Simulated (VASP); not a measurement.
Set up this calculation in VASP 6.6.1, as the native input.

```yaml
Task: single point
Functional: PBE0
Potentials_or_basis: VASP PAW PBE potentials, release 64 (Li_sv, H)
Cutoff: 520 eV
k_mesh: 6 × 6 × 6
Occupations: gaussian, width 0.01 eV
Spin: no spin polarisation
Dipole_correction: no
Grid_for_exact_exchange_PRECFOCK: Normal
Further_INCAR_settings: ALGO = Normal; EDIFF = 1e-06; NBANDS = 9
```

Crystal: LiH.

```xyz
2
Lattice="0.0000 2.1451 2.1451 2.1451 0.0000 2.1451 2.1451 2.1451 0.0000" Properties=species:S:1:pos:R:3 pbc="T T T"
Li    0.0000    0.0000    0.0000
H     1.0726    1.0726    1.0726
```

The input as run:

POSCAR

```
LiH
1.0
    0.0000000000      2.1451220117      2.1451220117
    2.1451220117      0.0000000000      2.1451220117
    2.1451220117      2.1451220117      0.0000000000
Li H
1 1
Direct
    0.0000000000      0.0000000000      0.0000000000
    0.2500000000      0.2500000000      0.2500000000
```

INCAR.step1

```
PREC = Accurate ; ENCUT = 520
EDIFF = 1E-5 ; ISMEAR = 0
SIGMA = 0.01 ; LREAL = F
LASPH = T ; NELM = 80
ALGO = Normal ; ISIF = 2
LWAVE = T ; LCHARG = F
GGA = PE ; NBANDS = 9
```

INCAR.step2

```
PREC = Accurate ; ENCUT = 520
EDIFF = 1E-6 ; ISMEAR = 0
SIGMA = 0.01 ; LREAL = F
LASPH = T ; NELM = 80
ALGO = Normal ; ISIF = 2
LWAVE = F ; LCHARG = F
GGA = PE ; LHFCALC = T
AEXX = 0.25 ; PRECFOCK = Normal
ISTART = 1 ; NBANDS = 9
```

KPOINTS

```
regular mesh
0
Gamma
  6 6 6
```

Potentials or basis: VASP PAW PBE potentials, release 64 (Li_sv, H).

Run with:

```console
$ cat potpaw_PBE.64/Li_sv/POTCAR potpaw_PBE.64/H/POTCAR > POTCAR
$ cp INCAR.step1 INCAR
$ mpirun -np 1 vasp_std > vasp.out
$ cp INCAR.step2 INCAR
$ mpirun -np 1 vasp_std > vasp.out
```

Results of the run:

The band gap on the k mesh is 6.09 eV, indirect (least direct gap 7.17 eV).

Caveat: the k points lie up to 0.42 Å⁻¹ apart.

Wall time 2.6 min on 1 thread of AMD EPYC 7R43 64-Core Processor (Zen 3) (shared host), peak memory 0.1 GiB.
